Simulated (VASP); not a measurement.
The system is CaNi2.

```
CELL_PARAMETERS angstrom
0.00000 3.56266 3.56266
3.56266 0.00000 3.56266
3.56266 3.56266 0.00000
ATOMIC_POSITIONS crystal
Ca 0.00000 0.00000 0.00000
Ca 0.25000 0.25000 0.25000
Ni 0.62500 0.62500 0.62500
Ni 0.12500 0.62500 0.62500
Ni 0.62500 0.12500 0.62500
Ni 0.62500 0.62500 0.12500
```

| Property | Result |
| --- | --- |
| Program | VASP 6.6.1 |
| Task | relaxation of cell and atoms |
| Functional | PBEsol |
| Potentials or basis | VASP PAW PBE potentials, release 64 (Ca_sv, Ni) |
| Cutoff | 600 eV |
| k mesh | 10 × 10 × 10 |
| Occupations | gaussian, width 0.1 eV |
| Spin | no spin polarisation |

At the start: pressure -2.2 GPa; volume 15.07 Å³/atom.

Problem. Where does the relaxation end?

Solution. Over 4 steps the energy falls by 2.4 meV/atom and the volume is 14.75 Å³/atom (-2.2 %); space group Fd-3m (No. 227, to 0.1 Å) before and after.

The path:
```tsv
step	energy change (eV)	largest force (eV/Å)	pressure (GPa)	volume (Å³)
1	0.0000	0.0000	-2.22	90.44
2	-0.0125	0.0000	0.83	87.73
3	-0.0142	0.0000	0.06	88.43
4	-0.0142	0.0000	-0.03	88.48
```

Final structure:
```
CELL_PARAMETERS angstrom
0.00000 3.53669 3.53669
3.53669 0.00000 3.53669
3.53669 3.53669 0.00000
ATOMIC_POSITIONS crystal
Ca 0.00000 0.00000 0.00000
Ca 0.25000 0.25000 0.25000
Ni 0.62500 0.62500 0.62500
Ni 0.12500 0.62500 0.62500
Ni 0.62500 0.12500 0.62500
Ni 0.62500 0.62500 0.12500
```

Caveat: the PAW data sets were made with another functional, which shifts forces and pressure a little.
